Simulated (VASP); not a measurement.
# BN (P6_3/mmc) in VASP: a series of runs

The runs below take BN through dielectric tensor, vibrations by perturbation theory, with PBE, PBEsol, r2SCAN.

Program: VASP 6.6.1. These are calculated values, not measurements. Logs are shortened: lines on timing, memory, paths and dates and some standing lists are left out, and cuts for length are marked.

## 1. The cell of the first run

It takes space group P6_3/mmc (No. 194, hexagonal). Conventional cell: a = 2.491 Å, b = 2.491 Å, c = 4.001 Å, α = 90.00°, β = 90.00°, γ = 120.00°. Within 2.3 Å of B (site symmetry -3m) lie 6 N at 1.75 Å and 2 B at 2.00 Å. Within 2.3 Å of N (site symmetry -6m2) lie 6 B at 1.75 Å.

## 2. Dielectric tensor, PBE

Contents of INCAR:

```
PREC = Accurate
ENCUT = 520
EDIFF = 1E-8
ISMEAR = 0
SIGMA = 0.01
LREAL = False
LASPH = True
NELM = 80
ALGO = Normal
ISIF = 2
LWAVE = False
LCHARG = False
GGA = PE
LEPSILON = True
```

Contents of KPOINTS:

```
Automatic mesh
0
Gamma
  9 9 6
```

Contents of POSCAR:

```
BN
1.0
    2.4913353474      0.0000000000      0.0000000000
   -1.2456676737      2.1575597002      0.0000000000
    0.0000000000      0.0000000000      4.0010591824
B N
2 2
Direct
    0.0000000000      0.0000000000      0.0000000000
    0.0000000000      0.0000000000      0.5000000000
    0.3333333333      0.6666666667      0.2500000000
    0.6666666667      0.3333333333      0.7500000000
```

Potentials or basis: VASP PAW PBE potentials, release 64 (B, N).

Command:

```console
$ cat potpaw_PBE.64/B/POTCAR potpaw_PBE.64/N/POTCAR > POTCAR
$ mpirun -np 1 vasp_std > vasp.out
```

OUTCAR:

```text
PREC = Accurate
   ENCUT = 520
   EDIFF = 1E-8
   ISMEAR = 0
   LREAL = False
   LASPH = True
   NELM = 80
   ISIF = 2
   GGA = PE
   LEPSILON = True

 ion  position               nearest neighbor table
   1  0.000  0.000  0.000-   3 1.75   4 1.75   4 1.75   3 1.75   4 1.75   3 1.75   2 2.00   2 2.00

   2  0.000  0.000  0.500-   3 1.75   4 1.75   4 1.75   3 1.75   4 1.75   3 1.75   1 2.00   1 2.00

   3  0.333  0.667  0.250-   1 1.75   2 1.75   1 1.75   2 1.75   1 1.75   2 1.75
   4  0.667  0.333  0.750-   1 1.75   2 1.75   1 1.75   2 1.75   1 1.75   2 1.75

  LATTYP: Found a hexagonal cell.
 ALAT       =     2.4913353474
 C/A-ratio  =     1.6059898105

  Lattice vectors:

 A1 = (   2.4913353474,   0.0000000000,   0.0000000000)
 A2 = (  -1.2456676737,   2.1575597002,   0.0000000000)
 A3 = (   0.0000000000,   0.0000000000,   4.0010591824)

Analysis of symmetry for initial positions (statically):
=====================================================================
 Subroutine PRICEL returns:
 Original cell was already a primitive cell.

 Routine SETGRP: Setting up the symmetry group for a
 hexagonal supercell.

 Subroutine GETGRP returns: Found 24 space group operations
 (whereof 12 operations were pure point group operations)
 out of a pool of 24 trial point group operations.

The static configuration has the point symmetry D_3d.
 The point group associated with its full space group is D_6h.

Analysis of symmetry for dynamics (positions and initial velocities):
=====================================================================
 Subroutine PRICEL returns:
 Original cell was already a primitive cell.

 Routine SETGRP: Setting up the symmetry group for a
 hexagonal supercell.

 Subroutine GETGRP returns: Found 24 space group operations
 (whereof 12 operations were pure point group operations)
 out of a pool of 24 trial point group operations.

The dynamic configuration has the point symmetry D_3d.
 The point group associated with its full space group is D_6h.

 Subroutine INISYM returns: Found 24 space group operations
 (whereof 12 operations are pure point group operations),
 and found     1 'primitive' translations

[... 531 lines left out ...]
     -0.00000      1.43837      1.00026        -0.000000      0.000000     -0.000000
      1.24567      0.71919      3.00079         0.000000     -0.000000      0.000000
 -----------------------------------------------------------------------------------
    total drift:                                0.000000     -0.000000      0.000000

  FREE ENERGIE OF THE ION-ELECTRON SYSTEM (eV)
  ---------------------------------------------------
  free  energy   TOTEN  =       -27.8423034408 eV

  energy  without entropy=      -27.8423034408  energy(sigma->0) =      -27.84230344

 HEAD OF MICROSCOPIC STATIC DIELECTRIC TENSOR (INDEPENDENT PARTICLE, excluding Hartree and local field effects)
 ------------------------------------------------------
           8.344154     0.000000     0.000000
           0.000000     8.344154    -0.000000
           0.000000     0.000000     9.503009
 ------------------------------------------------------

 Free energy of the ion-electron system (eV)
  ---------------------------------------------------
  ---------------------------------------------------
  free energy    TOTEN  =        -0.45352510 eV

  energy without entropy =       -0.45352510

------------------------ aborting loop because EDIFF is reached ----------------------------------------

--------------------------------------- Ionic step        2  -------------------------------------------

------------------------ aborting loop because EDIFF is reached ----------------------------------------

--------------------------------------- Ionic step        3  -------------------------------------------

 Free energy of the ion-electron system (eV)
  ---------------------------------------------------
  ---------------------------------------------------
  free energy    TOTEN  =        -0.51768517 eV

  energy without entropy =       -0.51768517

------------------------ aborting loop because EDIFF is reached ----------------------------------------

 PIEZOELECTRIC TENSOR FIELD DIRECTION 3  (e Angst)
 -----------------------------------------------------------------------------
    -0.00080  0.00000 -0.00000           (  0.00000  0.00000 -0.00000)
     0.00000 -0.00080 -0.00000           (  0.00000  0.00000  0.00000)
    -0.00000 -0.00000  0.00145           ( -0.00000  0.00000  0.00002)

 PIEZOELECTRIC TENSOR FIELD DIRECTION 3  (C/m^2)
 -----------------------------------------------------------------------------
    -0.00059  0.00000 -0.00000
     0.00000 -0.00059 -0.00000
    -0.00000 -0.00000  0.00108

 MACROSCOPIC STATIC DIELECTRIC TENSOR (including local field effects in DFT)
 ------------------------------------------------------
           8.137547     0.000000     0.000000
           0.000000     8.137547    -0.000000
           0.000000     0.000000     9.220528
 ------------------------------------------------------

 PIEZOELECTRIC TENSOR (including local field effects)  for field in x, y, z        (e  Angst)
          XX          YY          ZZ          XY          YZ          ZX
  --------------------------------------------------------------------------------
  x     0.00000     0.00000     0.00000     0.00000     0.00000     0.00000
  y     0.00000     0.00000     0.00000     0.00000     0.00000     0.00000
  z     0.00000     0.00000     0.00000     0.00000     0.00000     0.00000

 PIEZOELECTRIC TENSOR (including local field effects)  for field in x, y, z        (C/m^2)
          XX          YY          ZZ          XY          YZ          ZX
  --------------------------------------------------------------------------------
  x     0.00000     0.00000     0.00000     0.00000     0.00000     0.00000
  y     0.00000     0.00000     0.00000     0.00000     0.00000     0.00000
  z     0.00000     0.00000     0.00000     0.00000     0.00000     0.00000

 BORN EFFECTIVE CHARGES (including local field effects) (in |e|, cummulative output)
 ---------------------------------------------------------------------------------
 ion    1
    1     3.37070     0.00000     0.00000
    2     0.00000     3.37070    -0.00000
    3     0.00000     0.00000     3.98271
 ion    2
    1     3.37070     0.00000     0.00000
    2     0.00000     3.37070     0.00000
    3    -0.00000     0.00000     3.98271
 ion    3
    1    -3.37070     0.00000     0.00000
    2     0.00000    -3.37070     0.00000
    3    -0.00000    -0.00000    -3.98271
 ion    4
    1    -3.37070     0.00000     0.00000
    2     0.00000    -3.37070     0.00000
    3    -0.00000    -0.00000    -3.98271
```

stdout:

```text
POSCAR found type information on POSCAR B N
 POSCAR found :  2 types and       4 ions
 scaLAPACK will be used
 LDA part: xc-table for (Slater+PW92), standard interpolation
 POSCAR, INCAR and KPOINTS ok, starting setup
 FFT: planning ... GRIDC
 FFT: planning ... GRID_SOFT
 FFT: planning ... GRID
 WAVECAR not read
 entering main loop
 Linear response reoptimize wavefunctions to high precision
 Linear response G [H, r] |phi>, progress :
  Direction:   1
 Linear response G [H, r] |phi>, progress :
  Direction:   2
 Linear response G [H, r] |phi>, progress :
  Direction:   3
 Linear response to external field (no local field effect), progress :
  Direction:   1
 dielectric tensor                  component  1 :     7.611    -2.574    -0.773
 Linear response to external field (no local field effect), progress :
  Direction:   2
 dielectric tensor                  component  2 :    -2.574     9.077    -1.284
 Linear response to external field (no local field effect), progress :
  Direction:   3
 dielectric tensor                  component  3 :    -0.773    -1.284     9.503
 Linear response to external field, progress :
  Direction:   1
 dielectric tensor                  component  1 :     8.138    -1.200     0.266
 Linear response to external field, progress :
  Direction:   2
 dielectric tensor                  component  2 :    -1.201     8.138    -0.939
 Linear response to external field, progress :
  Direction:   3
 dielectric tensor                  component  3 :    -0.775    -1.274     9.221
 Born effective charges drift removed
```

It took 1.9 min on 1 thread of Intel Xeon Platinum 8488C (Sapphire Rapids), shared host; peak memory 0.18 GiB.

What came out:

```yaml
Band_gap_on_the_k_mesh: 1.61 eV (least direct gap 5.20 eV)
Electronic_dielectric_tensor_diagonal: 8.14, 8.14, 9.22
Born_charges_mean_of_the_diagonal: B +3.57; N -3.57 e
```

Levels at points of the mesh, in eV from the valence-band top:
```tsv
k point	band 5	band 6	band 7	band 8	band 9	band 10	band 11	band 12
(0.00, 0.00, 0.00)	-1.42	-0.64	-0.64	-0.15	5.85	8.19	8.38	8.38
(0.00, 0.00, 0.50)	-0.92	-0.92	-0.92	-0.92	7.12	7.12	7.83	7.83
```

Electronic dielectric tensor:
```
8.14 0.00 0.00
0.00 8.14 0.00
0.00 0.00 9.22
```

Born effective charge tensors (e):
atom 1, B
```
3.37 0.00 0.00
0.00 3.37 0.00
0.00 0.00 3.98
```
atom 2, B
```
3.37 0.00 0.00
0.00 3.37 0.00
0.00 0.00 3.98
```
atom 3, N
```
-3.37  0.00  0.00
 0.00 -3.37  0.00
 0.00  0.00 -3.98
```
atom 4, N
```
-3.37  0.00  0.00
 0.00 -3.37  0.00
 0.00  0.00 -3.98
```

Caveat: an odd mesh through Γ misses points on the zone boundary, where band edges can lie.

## 3. Vibrations by perturbation theory, PBEsol

This run uses another cell than the first one, of 5.35 Å³/atom.

Contents of INCAR:

```
PREC = Accurate
ENCUT = 520
EDIFF = 1E-8
ISMEAR = 0
SIGMA = 0.01
LREAL = F
LASPH = T
NELM = 100
ALGO = Normal
ISIF = 2
LWAVE = F
LCHARG = F
GGA = PS
IBRION = 8
NSW = 1
LEPSILON = T
```

Contents of KPOINTS:

```
regular mesh
0
Gamma
  9 9 6
```

Contents of POSCAR:

```
BN
1.0
    2.4832689843      0.0000000000      0.0000000000
   -1.2416344922      2.1505740248      0.0000000000
    0.0000000000      0.0000000000      4.0041089049
B N
2 2
Direct
    0.0000000000      0.0000000000      0.0000000000
    0.0000000000      0.0000000000      0.5000000000
    0.3333333333      0.6666666667      0.2500000000
    0.6666666667      0.3333333333      0.7500000000
```

Potentials or basis: VASP PAW PBE potentials, release 64 (B, N).

Command:

```console
$ cat potpaw_PBE.64/B/POTCAR potpaw_PBE.64/N/POTCAR > POTCAR
$ mpirun -np 1 vasp_std > vasp.out
```

OUTCAR:

```text
PREC = Accurate
   ENCUT = 520
   EDIFF = 1E-8
   ISMEAR = 0
   LREAL = F
   LASPH = T
   NELM = 100
   ISIF = 2
   GGA = PS
   IBRION = 8
   NSW = 1
   LEPSILON = T

 ion  position               nearest neighbor table
   1  0.000  0.000  0.000-   3 1.75   4 1.75   3 1.75   4 1.75   4 1.75   3 1.75   2 2.00   2 2.00

   2  0.000  0.000  0.500-   3 1.75   4 1.75   3 1.75   4 1.75   4 1.75   3 1.75   1 2.00   1 2.00

   3  0.333  0.667  0.250-   1 1.75   2 1.75   1 1.75   2 1.75   1 1.75   2 1.75
   4  0.667  0.333  0.750-   1 1.75   2 1.75   1 1.75   2 1.75   1 1.75   2 1.75

  LATTYP: Found a hexagonal cell.
 ALAT       =     2.4832689843
 C/A-ratio  =     1.6124346296

  Lattice vectors:

 A1 = (   2.4832689843,   0.0000000000,   0.0000000000)
 A2 = (  -1.2416344922,   2.1505740248,   0.0000000000)
 A3 = (   0.0000000000,   0.0000000000,   4.0041089049)

Analysis of symmetry for initial positions (statically):
=====================================================================
 Subroutine PRICEL returns:
 Original cell was already a primitive cell.

 Routine SETGRP: Setting up the symmetry group for a
[... 672 lines left out ...]
  --------------------------------------------------------------------------------
  x    -0.00000     0.00000     0.00000    12.09288     0.00000     0.00000
  y    12.09288   -12.09288     0.00000     0.00000     0.00000     0.00000
  z     0.00000     0.00000     0.00000     0.00000     0.00000    -0.00000

 SECOND DERIVATIVES (NOT SYMMETRIZED)
 ------------------------------------
               1X          1Y          1Z          2X          2Y          2Z          3X          3Y          3Z          4X          4Y          4Z
  1X     4.977413   -0.000000    0.000000   -5.607153    0.000000    0.000000    0.314870   -0.000000    0.000000    0.314870   -0.000000    0.000000
  1Y    -0.000000    4.977413    0.000000    0.000000   -5.607153    0.000000   -0.000000    0.314870    0.000000   -0.000000    0.314870    0.000000
  1Z    -0.000000    0.000000  -19.022106   -0.000000    0.000000   31.022067    0.000000    0.000000   -5.999980    0.000000   -0.000000   -5.999980
  2X    -5.607153    0.000000    0.000000    4.977413   -0.000000    0.000000    0.314870   -0.000000    0.000000    0.314870   -0.000000    0.000000
  2Y     0.000000   -5.607153    0.000000   -0.000000    4.977413    0.000000   -0.000000    0.314870    0.000000   -0.000000    0.314870    0.000000
  2Z     0.000000    0.000000   31.022067    0.000000   -0.000000  -19.022106   -0.000000    0.000000   -5.999980   -0.000000   -0.000000   -5.999980
  3X     0.312849   -0.000000    0.000000    0.312849   -0.000000    0.000000   -9.628558    0.000000    0.000000    9.002860   -0.000000    0.000000
  3Y    -0.000000    0.312849    0.000000   -0.000000    0.312849    0.000000    0.000000   -9.628558    0.000000   -0.000000    9.002860    0.000000
  3Z     0.000000    0.000000   -6.002754    0.000000   -0.000000   -6.002754   -0.000000    0.000000  -14.413320    0.000000    0.000000   26.418827
  4X     0.312849   -0.000000    0.000000    0.312849   -0.000000    0.000000    9.002860   -0.000000    0.000000   -9.628558    0.000000    0.000000
  4Y    -0.000000    0.312849    0.000000   -0.000000    0.312849    0.000000   -0.000000    9.002860    0.000000    0.000000   -9.628558    0.000000
  4Z     0.000000    0.000000   -6.002754    0.000000   -0.000000   -6.002754    0.000000    0.000000   26.418827   -0.000000    0.000000  -14.413320

 Eigenvectors and eigenvalues of the dynamical matrix
 ----------------------------------------------------

   1 f  =   33.635242 THz   211.336456 2PiTHz 1121.950893 cm-1   139.104119 meV
             X         Y         Z           dx          dy          dz
      0.000000  0.000000  0.000000    -0.000000   -0.000000   -0.707107
      0.000000  0.000000  2.002054     0.000000   -0.000000    0.707107
     -0.000000  1.433716  1.001027    -0.000000   -0.000000    0.000000
      1.241634  0.716858  3.003082     0.000000    0.000000    0.000000
[... 71 lines left out ...]
  12 f/i=   21.928190 THz   137.778884 2PiTHz  731.445701 cm-1    90.687668 meV
             X         Y         Z           dx          dy          dz
      0.000000  0.000000  0.000000     0.000000   -0.000000   -0.531117
      0.000000  0.000000  2.002054     0.000000   -0.000000   -0.531117
     -0.000000  1.433716  1.001027     0.000000   -0.000000    0.466814
      1.241634  0.716858  3.003082     0.000000   -0.000000    0.466814

--------------------------------------------------------------------------------------------------------

 MACROSCOPIC STATIC DIELECTRIC TENSOR IONIC CONTRIBUTION
 ------------------------------------------------------
         300.089018    -0.000000     0.000000
          -0.000000   300.089018    -0.000000
           0.000000    -0.000000     0.000000
 ------------------------------------------------------

 ELASTIC MODULI CONTR FROM IONIC RELAXATION (kBar)
 Direction    XX          YY          ZZ          XY          YZ          ZX
 --------------------------------------------------------------------------------
 XX       -1176.1692   1176.1692     -0.0000      0.0000     -0.0000      0.0000
 YY        1176.1692  -1176.1692      0.0000      0.0000      0.0000     -0.0000
 ZZ          -0.0000      0.0000     -0.0000     -0.0000     -0.0000      0.0000
 XY           0.0000      0.0000     -0.0000  -1176.1692      0.0000     -0.0000
 YZ          -0.0000      0.0000     -0.0000      0.0000     -0.0000      0.0000
 ZX           0.0000     -0.0000      0.0000     -0.0000      0.0000     -0.0000
 --------------------------------------------------------------------------------

 PIEZOELECTRIC TENSOR IONIC CONTR  for field in x, y, z        (C/m^2)
          XX          YY          ZZ          XY          YZ          ZX
  --------------------------------------------------------------------------------
  x    -0.00000     0.00000    -0.00000    -0.00000    -0.00000     0.00000
  y     0.00000     0.00000     0.00000     0.00000    -0.00000     0.00000
  z     0.00000    -0.00000     0.00000     0.00000     0.00000    -0.00000
```

OSZICAR:

```text
N       E                     dE             d eps       ncg     rms          rms(c)
DAV:   1     0.517486480683E+02    0.51749E+02   -0.90706E+03  1152   0.134E+03
DAV:   2    -0.287378942585E+02   -0.80487E+02   -0.74195E+02  1636   0.269E+02
[... 194 lines left out ...]
RMM:   9    -0.259379826968E+00   -0.15152E-05   -0.38448E-06  2730   0.573E-04    0.215E-05
RMM:  10    -0.259379811301E+00    0.15667E-07   -0.43667E-06  2824   0.163E-04    0.643E-06
RMM:  11    -0.259379779143E+00    0.32158E-07   -0.40214E-06  2923   0.967E-05    0.135E-06
RMM:  12    -0.259379772046E+00    0.70970E-08   -0.29758E-06  2698   0.851E-05    0.526E-07
RMM:  13    -0.259379767692E+00    0.43542E-08   -0.31714E-06  2287   0.825E-05    0.262E-07
RMM:  14    -0.259379771267E+00   -0.35746E-08   -0.30636E-06  1998   0.821E-05    0.524E-08
 Linear response finished
```

stdout:

```text
POSCAR found type information on POSCAR B N
 POSCAR found :  2 types and       4 ions
 scaLAPACK will be used
 -----------------------------------------------------------------------------
|                                                                             |
|                                                                             |
[... 47 lines left out ...]
 first order change of Fermi-energy   0.35539E-02
 force on displaced ion       3 direction 1 :  -9.629  -0.009   0.000
 Born effective charge ion    3 direction 1 :  -3.340  -0.000   0.000
 Linear response progress:
 first order change of Fermi-energy  -0.75764E-03
 force on displaced ion       3 direction 3 :  -0.000   0.000 -14.413
 Born effective charge ion    3 direction 3 :  -0.000   0.000  -3.972
 Born effective charges drift removed
 Linear response finished
```

Wall time 4 min (1 thread of Intel Xeon Platinum 8488C (Sapphire Rapids), shared host); peak memory 0.21 GiB.

Results:

```yaml
Electronic_dielectric_tensor_diagonal: 8.07, 8.07, 9.23
Born_charges_mean_of_the_diagonal: B +3.55; N -3.55 e
Highest_phonon_frequency_at_Γ_LO-TO_splitting_left_out: 1122 cm⁻¹
Most_unstable_mode: 731i cm⁻¹
```

Phonon frequencies in cm⁻¹ (negative: imaginary):
| q point | frequencies |
| --- | --- |
| (0.000, 0.000, 0.000) | -731 -516 -516 0 0 0 167 167 602 602 891 1122 |

Electronic dielectric tensor:
```
8.07 0.00 0.00
0.00 8.07 0.00
0.00 0.00 9.23
```

Born effective charge tensors (e):
atom 1, B
```
3.34 0.00 0.00
0.00 3.34 0.00
0.00 0.00 3.97
```
atom 2, B
```
3.34 0.00 0.00
0.00 3.34 0.00
0.00 0.00 3.97
```
atom 3, N
```
-3.34  0.00  0.00
 0.00 -3.34  0.00
 0.00  0.00 -3.97
```
atom 4, N
```
-3.34  0.00  0.00
 0.00 -3.34  0.00
 0.00  0.00 -3.97
```

Caveat: some modes are imaginary; the PAW data sets were made with another functional, which shifts forces and pressure a little.

(Part 1 of 2 ends here.)
